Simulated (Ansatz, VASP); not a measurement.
Two plane-wave programs on CdTe

INCAR

```
ALGO = Normal
EDIFF = 1E-6
ENCUT = 520
ISIF = 2
ISMEAR = 0
LASPH = T
LCHARG = F
LREAL = F
LWAVE = F
NBANDS = 16
NELM = 60
PREC = Accurate
SIGMA = 0.05
```

The input KPOINTS:

```
k-points
0
Gamma
  8 8 8
```

Contents of POSCAR:

```
CdTe
1.0
    0.0000000000      3.3781655530      2.9942967143
    2.9942967143      0.0000000000      2.9942967143
    2.9942967143      3.3781655530      0.0000000000
Cd Te
1 1
Direct
    0.0000000000      0.0000000000      0.0000000000
    0.7500000000      0.7500000000      0.7500000000
```

Input for Ansatz:

```yaml
crystal:
  lattice:
    - [0.0, 3.378165553, 2.9942967143]
    - [2.9942967143, 0.0, 2.9942967143]
    - [2.9942967143, 3.378165553, 0.0]
  atoms:
    - { symbol: Cd, position: [0.0, 0.0, 0.0] }
    - { symbol: Te, position: [0.75, 0.75, 0.75] }
basis:
  ecutwfc: 420
kpoints:
  mp_grid: { grid: [8, 8, 8] }
hamiltonian:
  xc: lda
  pseudopotentials: { kind: paw }
scf:
  occupations: { method: gaussian, width: 0.05 }
output:
  forces: true
  stress: true
  eigenvalues: true
```

Alike in both runs: task single point; functional LDA; k mesh 8 × 8 × 8; occupations gaussian, width 0.05 eV; no spin polarisation.

|  | VASP | Ansatz |
| --- | --- | --- |
| version | VASP 6.6.1 | Ansatz 0.2.0 |
| potentials or method | VASP PAW LDA potentials, release 64 (Cd, Te), cutoff 520 eV | scalar-relativistic, plane waves, PAW |
| valence electrons in the cell | 18 | 36 |

VASP gave:

```
gap on the k mesh at the Fermi level (eV)                     : 0.68
least direct gap on the mesh (eV)                             : 0.68
pressure (GPa)                                                : 4.7
traceless stress, the component that is largest in VASP (GPa) : -1.60
```

Q: Estimate Ansatz's values.

A: gap on the k mesh at the Fermi level (eV): 0.64; least direct gap on the mesh (eV): 0.64; pressure (GPa): 4.3; traceless stress, the component that is largest in VASP (GPa): -1.63.

LDA's correlation is that of Perdew and Zunger in VASP and of Perdew and Wang (1992) in Ansatz. VASP's potentials hold 18 valence electrons a cell and Ansatz's 36, so a difference there can come from the potentials and not from the codes.

Spin-orbit coupling is off throughout.
